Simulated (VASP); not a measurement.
**MgS: single point with r2SCAN**

The system is MgS.

```
Mg S
1.0
     2.65368    2.65368    0.00000
    -2.65368    2.65368    0.00000
     0.00000    2.65368    2.57235
Mg S
1 1
Direct
  0.00000 0.00000 0.00000
  0.50000 0.50000 0.00000
```

This cell differs from its parent crystal: film at in-plane strain +0.02.

| Quantity | Value |
| --- | --- |
| Program | VASP 6.6.1 |
| Task | single point |
| Functional | r2SCAN |
| Potentials or basis | VASP PAW PBE potentials, release 64 (Mg, S) |
| Cutoff | 520 eV |
| k mesh | 8 × 8 × 8 |
| Occupations | gaussian, width 0.01 eV |
| Spin | no spin polarisation |
| Dipole correction | no |
| Further INCAR settings | ALGO = Normal; EDIFF = 1e-06; NBANDS = 11 |

| Quantity | Value |
| --- | --- |
| Pressure | -2.4 GPa |
| Band gap on the k mesh | 3.23 eV, indirect (least direct gap 4.33 eV) |

Stress tensor (GPa, compression positive):
```
-3.41  0.00  0.00
 0.00 -3.41  0.00
 0.00  0.00 -0.49
```

Levels at points of the mesh, in eV from the valence-band top:
| k point | band 1 | band 2 | band 3 | band 4 | band 5 | band 6 | band 7 | band 8 | band 9 |
| --- | --- | --- | --- | --- | --- | --- | --- | --- | --- |
| (0.00, 0.00, 0.00) | -13.07 | -0.14 | 0.00 | 0.00 | 4.33 | 8.40 | 8.40 | 8.73 | 10.65 |
| (0.50, 0.00, 0.00) | -11.81 | -4.77 | -0.68 | -0.60 | 5.11 | 7.26 | 7.61 | 10.87 | 13.01 |
| (0.50, 0.50, 0.00) | -11.48 | -4.18 | -1.80 | -1.53 | 3.39 | 5.00 | 12.68 | 13.31 | 13.82 |
| (0.00, 0.00, 0.50) | -11.37 | -4.15 | -1.80 | -1.80 | 3.23 | 4.89 | 13.02 | 13.42 | 14.05 |

Wall time 50 s on 1 thread of Intel(R) Xeon(R) 6975P-C (Granite Rapids) (shared host), peak memory 0.17 GiB.

Caveat: the cell differs from its parent crystal (film at in-plane strain +0.02); the PAW data sets were made with another functional, which shifts forces and pressure a little. A k mesh can miss the band edges.
